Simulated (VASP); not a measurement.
Set up this calculation in VASP 6.6.1, as the native input.

| Quantity | Value |
| --- | --- |
| Task | single point |
| Functional | PBE |
| Potentials or basis | VASP PAW PBE potentials, release 64 (Mg, Mn_pv) |
| Cutoff | 520 eV |
| k mesh | 10 × 10 × 10 |
| Occupations | gaussian, width 0.1 eV |
| Spin | collinear spin, ferromagnetic start |
| Starting moments | [0.0, 0.0, 0.0, 4.0] μB |
| Dipole correction | no |
| Further INCAR settings | ALGO = Normal; EDIFF = 1e-06; NBANDS = 22 |

The structure of Mg3Mn lies in POSCAR:

```
Mg3Mn
1.0
    4.2920634178      0.0000000000      0.0000000000
    0.0000000000      4.2920634178      0.0000000000
    0.0000000000      0.0000000000      4.2920634178
Mg Mn
3 1
Direct
    0.5000000000      0.5000000000      0.0000000000
    0.5000000000      0.0000000000      0.5000000000
    0.0000000000      0.5000000000      0.5000000000
    0.0000000000      0.0000000000      0.0000000000
```

The input as run:

INCAR

```
SYSTEM = Mg3Mn
ALGO = Normal
EDIFF = 1E-6
ENCUT = 520
GGA = PE
ISIF = 2
ISMEAR = 0
ISPIN = 2
LASPH = .True.
LCHARG = .True.
LELF = .True.
LMAXMIX = 4
LORBIT = 11
LREAL = .False.
LVHAR = .True.
LWAVE = .False.
MAGMOM = 0 0 0 4
NBANDS = 22
NELM = 150
PREC = Accurate
SIGMA = 0.1
```

KPOINTS

```
k-points
0
Gamma
  10 10 10
  0 0 0
```

Potentials or basis: VASP PAW PBE potentials, release 64 (Mg, Mn_pv).

Launch:

```bash
$ cat potpaw_PBE.64/Mg/POTCAR potpaw_PBE.64/Mn_pv/POTCAR > POTCAR
$ mpirun -np 1 vasp_std > vasp.out
```

It gave:

The pressure is -0.1 GPa and the net moment is 3.48 μB per cell. The site moments are Mg -0.03; Mn +3.61 μB. The valence electrons inside the program's atomic spheres are Mg 0.37; Mn 11.42.

It took 110 s on 1 thread of Intel(R) Xeon(R) Platinum 8488C (Sapphire Rapids), on a shared host, peak memory 0.29 GiB.
